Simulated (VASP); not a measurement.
Set up this calculation in VASP 6.6.1, as the native input.

```
Task                   : single point
Functional             : PBEsol
Potentials or basis    : VASP PAW PBE potentials, release 64 (Ir_sv_GW)
Cutoff                 : 560 eV
k mesh                 : 13 × 5 × 43
Occupations            : gaussian, width 0.1 eV
Spin                   : no spin polarisation
Dipole correction      : no
Further INCAR settings : ALGO = Normal; EDIFF = 1e-06; NBANDS = 14; ISYM = 0
```

The structure of Ir lies in POSCAR:

```
Ir
1.0
    2.7083809930      0.0000000000      0.0000000000
    0.0000000000      6.6341514618      0.0000000000
    1.3541904965     -2.2113838206      0.7818422477
Ir
1
Direct
    0.0000000000      0.0000000000      0.0000000000
```

The input as run:

INCAR

```
ALGO     = Normal         # electronic algorithm
EDIFF    = 1E-6           # SCF threshold, eV
ENCUT    = 560            # plane-wave cutoff, eV
GGA      = PS             # functional
GGA_COMPAT= False        
ISIF     = 2              # what is computed and relaxed
ISMEAR   = 0              # smearing method
ISYM     = 0            
LASPH    = True           # aspherical terms in the spheres
LCHARG   = False          # write CHGCAR
LREAL    = False          # projectors in reciprocal space
LWAVE    = False          # write WAVECAR
NBANDS   = 14             # bands
NELM     = 120            # most SCF steps
PREC     = Accurate       # precision mode
SIGMA    = 0.1            # smearing width, eV
```

KPOINTS

```
k-points
0
Gamma
  13 5 43
```

Potentials or basis: VASP PAW PBE potentials, release 64 (Ir_sv_GW).

Launch:

```console
$ cat potpaw_PBE.64/Ir_sv_GW/POTCAR > POTCAR
$ mpirun -np 1 vasp_std > vasp.out
```

Results of the run:

The pressure is -1.8 GPa and the band gap on the k mesh is zero (an odd number of electrons rules out a gap without spin polarisation).

Caveat: the PAW data sets were made with another functional, which shifts forces and pressure a little; spin-orbit coupling is left out, which moves the levels of the heavy elements.

Wall time 3.1 min on 1 thread of Intel(R) Xeon(R) 6975P-C (Granite Rapids), on a shared host, peak memory 0.48 GiB.
